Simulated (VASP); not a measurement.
Set up this calculation in VASP 6.6.1, as the native input.

```
Task                   : single point
Functional             : PBE
Potentials or basis    : VASP PAW PBE potentials, release 64 (Zr_sv, Hf_pv, Se)
Cutoff                 : 520 eV
k mesh                 : 6 × 6 × 6
Occupations            : gaussian, width 0.02 eV
Spin                   : no spin polarisation
Dipole correction      : no
Further INCAR settings : ALGO = Normal; EDIFF = 1e-06; NBANDS = 44
```

The structure of Hf2ZrSe6 lies in POSCAR:

```
Hf2ZrSe6
1.0
    3.2748861748      1.8907564146      6.9973253000
   -3.2748861748      1.8907564146      6.9973253000
    0.0000000000     -3.7815128291      6.9973253000
Zr Hf Se
1 2 6
Direct
    0.5000000000      0.5000000000      0.5000000000
    0.8333360000      0.8333360000      0.8333360000
    0.1666640000      0.1666640000      0.1666640000
    0.4248280000      0.0892500000      0.7603930000
    0.0892500000      0.7603930000      0.4248280000
    0.7603930000      0.4248280000      0.0892500000
    0.2396070000      0.5751720000      0.9107500000
    0.9107500000      0.2396070000      0.5751720000
    0.5751720000      0.9107500000      0.2396070000
```

These files were run (other wordings do the same):

INCAR

```
PREC     = Accurate       # precision mode
ENCUT    = 520            # plane-wave cutoff, eV
EDIFF    = 1E-6           # SCF threshold, eV
ISMEAR   = 0              # smearing method
SIGMA    = 0.02           # smearing width, eV
LREAL    = False          # projectors in reciprocal space
LASPH    = True           # aspherical terms in the spheres
NELM     = 60             # most SCF steps
ALGO     = Normal         # electronic algorithm
ISIF     = 2              # what is computed and relaxed
LWAVE    = False          # write WAVECAR
LCHARG   = False          # write CHGCAR
GGA      = PE             # functional
NBANDS   = 44             # bands
```

KPOINTS

```
Automatic mesh
0
Gamma
  6 6 6
```

Potentials or basis: VASP PAW PBE potentials, release 64 (Zr_sv, Hf_pv, Se).

Launch:

```bash
$ cat potpaw_PBE.64/Zr_sv/POTCAR potpaw_PBE.64/Hf_pv/POTCAR potpaw_PBE.64/Se/POTCAR > POTCAR
$ mpirun -np 1 vasp_std > vasp.out
```

Results of the run:

| Quantity | Value |
| --- | --- |
| Pressure | -0.2 GPa |
| Largest force | 0.036 eV/Å |
| Band gap on the k mesh | 0.50 eV (least direct gap 1.30 eV) |

Caveat: spin-orbit coupling is left out, which moves the levels of the heavy elements.

Wall time 24 min on 1 thread of Intel Xeon 8259CL, on a shared host, peak memory 0.76 GiB.
